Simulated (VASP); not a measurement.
# BaTe in VASP: single point with PBEsol

Aim: the single point of BaTe with PBEsol.

All numbers are computed with VASP 6.6.1; they aren't measurements. Logs are shortened: lines on timing, memory, paths and dates and some standing lists are left out, and cuts for length are marked.

### 1 The cell of the first run

The typed cell holds 8 atoms: a = 4.908 Å, b = 4.908 Å, c = 13.885 Å, α = 90.00°, β = 90.00°, γ = 90.01°.

### 2 Single point, PBEsol

Contents of INCAR:

```
SYSTEM = BaTe
ALGO     = Normal         ! electronic algorithm
EDIFF    = 1E-6           ! SCF threshold, eV
ENCUT    = 500            ! plane-wave cutoff, eV
GGA      = PS             ! functional
GGA_COMPAT= .FALSE.      
ISIF     = 2              ! what is computed and relaxed
ISMEAR   = -1             ! smearing method
LASPH    = .TRUE.         ! aspherical terms in the spheres
LCHARG   = .TRUE.         ! write CHGCAR
LELF     = .TRUE.         ! ELF
LREAL    = .FALSE.        ! projectors in reciprocal space
LVHAR    = .TRUE.       
LWAVE    = .FALSE.        ! write WAVECAR
NBANDS   = 42             ! bands
NELM     = 120            ! most SCF steps
PREC     = Accurate       ! precision mode
SIGMA    = 0.05           ! smearing width, eV
```

Contents of KPOINTS:

```
k-points
0
G
  6 6 2
  0 0 0
```

Contents of POSCAR:

```
BaTe
1.0
    4.7380762876      1.2813292429     -0.0012753546
   -1.2824250399      4.7374197035      0.0012695698
    0.0048544886     -0.0024424568     13.8845042024
Ba Te
4 4
Direct
   -0.0025131314      0.0072123213     -0.0319718671
    0.4968164786      0.5078600544      0.2180199745
   -0.0031998853      0.0078887854      0.4680240470
    0.4974766410      0.5072207693      0.7180258290
   -0.0031779011      0.0078771023      0.2180308355
    0.4967918027      0.5079047923      0.4680290676
   -0.0025220182      0.0072259288      0.7180222512
    0.4974812934      0.5071981791      0.9680177878
```

Potentials or basis: VASP PAW PBE potentials, release 64 (Ba_sv, Te).

Started as:

```bash
$ cat potpaw_PBE.64/Ba_sv/POTCAR potpaw_PBE.64/Te/POTCAR > POTCAR
$ mpirun -np 1 vasp_std > vasp.out
```

OUTCAR:

```text
SYSTEM = BaTe
   EDIFF = 1E-6
   ENCUT = 500
   GGA = PS
   ISIF = 2
   ISMEAR = -1
   LASPH = .TRUE.
   LREAL = .FALSE.
   NELM = 120
   PREC = Accurate

 ion  position               nearest neighbor table
   1  0.997  0.007  0.968-   8 3.47   8 3.47   8 3.47   8 3.47   5 3.47   7 3.47
   2  0.497  0.508  0.218-   5 3.47   5 3.47   5 3.47   5 3.47   8 3.47   6 3.47
   3  0.997  0.008  0.468-   6 3.47   6 3.47   6 3.47   5 3.47   6 3.47   7 3.47
   4  0.497  0.507  0.718-   7 3.47   7 3.47   7 3.47   7 3.47   8 3.47   6 3.47
   5  0.997  0.008  0.218-   2 3.47   2 3.47   2 3.47   2 3.47   3 3.47   1 3.47
   6  0.497  0.508  0.468-   3 3.47   3 3.47   3 3.47   3 3.47   4 3.47   2 3.47
   7  0.997  0.007  0.718-   4 3.47   4 3.47   4 3.47   4 3.47   3 3.47   1 3.47
   8  0.497  0.507  0.968-   1 3.47   1 3.47   1 3.47   4 3.47   1 3.47   2 3.47

  LATTYP: Found a base centered monoclinic cell.
 ALAT       =    28.6234103266
 B/A-ratio  =     0.2424670962
 C/A-ratio  =     0.4850751573
 COS(beta)  =    -0.9701444447

  Lattice vectors:

 A1 = (   1.2775705513,  -4.7349772467, -13.8857737722)
 A2 = (   4.7332217990,   1.2837716997, -13.8857795570)
 A3 = (   0.0048544886,  -0.0024424568,  13.8845042024)

Analysis of symmetry for initial positions (statically):
=====================================================================
 Subroutine PRICEL returns:
 Original cell was already a primitive cell.

 Routine SETGRP: Setting up the symmetry group for a
 base centered monoclinic supercell.

 Subroutine GETGRP returns: Found  1 space group operations
 (whereof  1 operations were pure point group operations)
 out of a pool of  4 trial point group operations.

The static configuration has the point symmetry C_1 .

Analysis of symmetry for dynamics (positions and initial velocities):
=====================================================================
 Subroutine PRICEL returns:
 Original cell was already a primitive cell.

 Routine SETGRP: Setting up the symmetry group for a
 base centered monoclinic supercell.

 Subroutine GETGRP returns: Found  1 space group operations
 (whereof  1 operations were pure point group operations)
 out of a pool of  4 trial point group operations.

The dynamic configuration has the point symmetry C_1 .

 Subroutine INISYM returns: Found  1 space group operations
 (whereof  1 operations are pure point group operations),
 and found     1 'primitive' translations

----------------------------------------------------------------------------------------
[... 111 lines left out ...]
   ISIF   =      2    stress and relaxation
   ISYM   =      2    0-nonsym 1-usesym 2-fastsym
   POTIM  = 0.5000    time-step for ionic-motion
   TEBEG  =    0.0;   TEEND  =   0.0 temperature during run
   PSTRESS=    0.0 pullay stress
   NELECT =      64.0000    total number of electrons
   NUPDOWN=      -1.0000    fix difference up-down
   EMIN   =  10.00;   EMAX   =-10.00  energy-range for DOS
   EFERMI =   0.00;   METHOD = LEGACY
   ISMEAR =    -1;   SIGMA  =   0.05  broadening in eV -4-tet -1-fermi 0-gaus
   EFERMI_NEDOS =   21; number of points for ismear=-14 and -15
   IALGO  =     38    algorithm
   IMIX   =      4    mixing-type and parameters
     AMIX     =   0.40;   BMIX     =  1.00
     AMIX_MAG =   1.60;   BMIX_MAG =  1.00
  volume/ion in A,a.u.               =      41.81       282.14
  Fermi-wavevector in a.u.,A,eV,Ry     =   0.943371  1.782712 12.108476  0.889948
  Thomas-Fermi vector in A             =   2.071071
   LORBIT       =      0    0 simple, 1 ext, 2 COOP (PROOUT), +10 PAW based schemes
   GGA     = PS    functional components
   LHFCALC =     F    Hartree Fock is set to
   AEXX    =    0.0000 exact exchange contribution
   IVDW    =     0    specifies the selected vdW correction
   LEPSILON=     F    determine dielectric tensor
   LRPA    =     F    only Hartree local field effects (RPA)
 non-spin polarized calculation
  energy-cutoff  :      500.00
  volume of cell :      334.47
 maximum number of plane-waves:      8568
   NGX = 17   NGY = 17   NGZ = 51

 number of electron      63.9999999 magnetization

 Free energy of the ion-electron system (eV)
  ---------------------------------------------------
  ext. energy  EPLUGINS =         0.00000000
  ---------------------------------------------------
  free energy    TOTEN  =       -36.76072414 eV

  energy without entropy =      -36.76072399  energy(sigma->0) =      -36.76072407

 E-fermi :   3.0041     XC(G=0):  -8.5121

 val. band max:        2.3152389822   @ k =   0.0000   0.0000   0.0000
 cond. band min:       3.6863784517   @ k =   0.5000   0.5000   0.0000
 fundamental gap:      1.3711394695
 Fermi energy:         3.0041034714

 k-point     1 :       0.0000    0.0000    0.0000
  band No.  band energies     occupation
      1     -24.6043      2.00000
      2     -24.5939      2.00000
      3     -24.5939      2.00000
      4     -24.5836      2.00000
      5      -9.9880      2.00000
      6      -9.9596      2.00000
[... 1069 lines left out ...]
     41       7.0316      0.00000
     42       7.0321      0.00000

 [... further k-points ...]

------------------------ aborting loop because EDIFF is reached ----------------------------------------

  FORCE on cell =-STRESS in cart. coord.  units (eV):
  Direction    XX          YY          ZZ          XY          YZ          ZX
  --------------------------------------------------------------------------------------
  -------------------------------------------------------------------------------------
  Total        0.8132932      0.8353800      0.8032133      0.0158772     -0.0001132     -0.0006591
  in kB        3.8958311      4.0016313      3.8475464      0.0760549     -0.0005420     -0.0031574
  external PRESSURE =       3.9150029 kB  Pullay stress =       0.0000000 kB

 VOLUME and BASIS-vectors are now :
 -----------------------------------------------------------------------------
  energy-cutoff  :      500.00
  volume of cell :      334.47
      direct lattice vectors                 reciprocal lattice vectors
     4.738076288  1.281329243 -0.001275355     0.196659383  0.053235940 -0.000059394
    -1.282425040  4.737419703  0.001269570    -0.053190424  0.196686648  0.000053197
     0.004854489 -0.002442457 13.884504202     0.000022928 -0.000013095  0.072022727

 POSITION                                       TOTAL-FORCE (eV/Angst)
 -----------------------------------------------------------------------------------
      4.72162      1.30991     13.43933        -0.000916      0.000390     -0.000318
      1.70372      3.04200      3.02711         0.000995     -0.000258      0.000343
      4.71507      1.31346      6.49702         0.000931     -0.000371      0.000198
      1.71010      3.03860      9.96944        -0.000877      0.000614     -0.000204
      4.71398      1.31404      3.02599         0.000594     -0.000630     -0.000360
      1.70476      3.04157      6.49836         0.000819     -0.000626     -0.000349
      4.72035      1.31058      9.96812        -0.000777      0.000303      0.000276
      1.71136      3.03788     13.44046        -0.000769      0.000577      0.000414
 -----------------------------------------------------------------------------------
    total drift:                                0.000159      0.000102     -0.000093

  FREE ENERGIE OF THE ION-ELECTRON SYSTEM (eV)
  ---------------------------------------------------
  free  energy   TOTEN  =       -36.7607241437 eV

  energy  without entropy=      -36.7607239891  energy(sigma->0) =      -36.76072407
```

OSZICAR:

```text
N       E                     dE             d eps       ncg     rms          rms(c)
DAV:   1     0.434540937319E+03    0.43454E+03   -0.24755E+04  3360   0.123E+03
DAV:   2    -0.154216132844E+01   -0.43608E+03   -0.42092E+03  4850   0.231E+02
DAV:   3    -0.360884722953E+02   -0.34546E+02   -0.34267E+02  4062   0.700E+01
DAV:   4    -0.372045098373E+02   -0.11160E+01   -0.11140E+01  5080   0.113E+01
DAV:   5    -0.372266204022E+02   -0.22111E-01   -0.22103E-01  4432   0.164E+00    0.751E+00
DAV:   6    -0.367852701526E+02    0.44135E+00   -0.83855E-01  4152   0.243E+00    0.501E+00
DAV:   7    -0.367679878255E+02    0.17282E-01   -0.73812E-01  4352   0.257E+00    0.982E-01
DAV:   8    -0.367582592037E+02    0.97286E-02   -0.12503E-01  4022   0.947E-01    0.284E-01
DAV:   9    -0.367601075914E+02   -0.18484E-02   -0.56146E-03  4184   0.273E-01    0.964E-02
DAV:  10    -0.367604087044E+02   -0.30111E-03   -0.25100E-04  4670   0.433E-02    0.636E-02
DAV:  11    -0.367607231918E+02   -0.31449E-03   -0.32803E-04  4096   0.725E-02    0.137E-02
DAV:  12    -0.367607241437E+02   -0.95197E-06   -0.34184E-06  3534   0.680E-03
   1 F= -.36760724E+02 E0= -.36760724E+02  d E =-.154618E-06
```

Run time: 7.4 min. Hardware: 1 thread of Intel Xeon Platinum 8259CL at 2.50GHz (Skylake/Cascade Lake), shared host; peak memory 0.63 GiB.

Results:

| Property | Result |
| --- | --- |
| Free energy | -36.7607 eV |
| Pressure | 0.4 GPa |
| Band gap on the k mesh | 1.37 eV |

Caveat: the PAW data sets were made with another functional, which shifts forces and pressure a little; spin-orbit coupling is left out, which moves the levels of the heavy elements. A k mesh can miss the band edges.
